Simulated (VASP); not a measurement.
AgW:

```xyz
6
Lattice="5.2623 0.0000 0.0000 -2.6311 4.5573 0.0000 0.0000 0.0000 4.2457" Properties=species:S:1:pos:R:3 pbc="T T T"
Ag    2.6311    0.0000    0.0000
Ag    1.3156    2.2786    0.0000
Ag   -1.3156    2.2786    0.0000
W     0.0000    0.0000    0.0000
W     0.0000    3.0382    2.1228
W     2.6311    1.5191    2.1228
```

| Quantity | Value |
| --- | --- |
| Program | VASP 6.6.1 |
| Task | relaxation of cell and atoms |
| Functional | PBE |
| Potentials or basis | VASP PAW PBE potentials, release 64 (Ag, W_sv) |
| Cutoff | 600 eV |
| k mesh | 6 × 6 × 4 |
| Occupations | gaussian, width 0.1 eV |
| Spin | no spin polarisation |

At the start: pressure 27.7 GPa; volume 16.97 Å³/atom.

Question: How do energy, volume and symmetry change on relaxing?

Answer: Over 9 steps the energy falls by 207.9 meV/atom and the volume is 19.28 Å³/atom (+13.6 %); space group P6/mmm (No. 191, to 0.1 Å) before and after.

The path:
```tsv
step	energy change (eV)	largest force (eV/Å)	pressure (GPa)	volume (Å³)
1	0.0000	0.0000	27.65	101.82
2	1.8413	0.0000	-21.02	151.13
3	-1.1518	0.0000	-2.60	117.62
4	-1.1594	0.0000	-1.24	116.54
5	-1.1598	0.0000	-0.83	116.23
6	-1.2435	0.0000	0.15	115.48
7	-1.2469	0.0000	0.50	115.29
8	-1.2464	0.0000	-0.67	116.17
9	-1.2475	0.0000	0.01	115.65
```

Final structure:
```cif
data_structure
_symmetry_space_group_name_H-M 'P 1'
_symmetry_Int_Tables_number 1
_cell_length_a 5.3629
_cell_length_b 5.3629
_cell_length_c 4.6434
_cell_angle_alpha 90.000
_cell_angle_beta 90.000
_cell_angle_gamma 120.000
_cell_volume 115.65
loop_
_atom_site_label
_atom_site_type_symbol
_atom_site_fract_x
_atom_site_fract_y
_atom_site_fract_z
_atom_site_occupancy
Ag1 Ag 0.50000 0.00000 0.00000 1
Ag2 Ag 0.50000 0.50000 0.00000 1
Ag3 Ag 0.00000 0.50000 0.00000 1
W1 W 0.00000 0.00000 0.00000 1
W2 W 0.33333 0.66667 0.50000 1
W3 W 0.66667 0.33333 0.50000 1
```

Caveat: the k points lie up to 0.34 Å⁻¹ apart in the final cell, too coarse for converged energies and pressures of a metal.
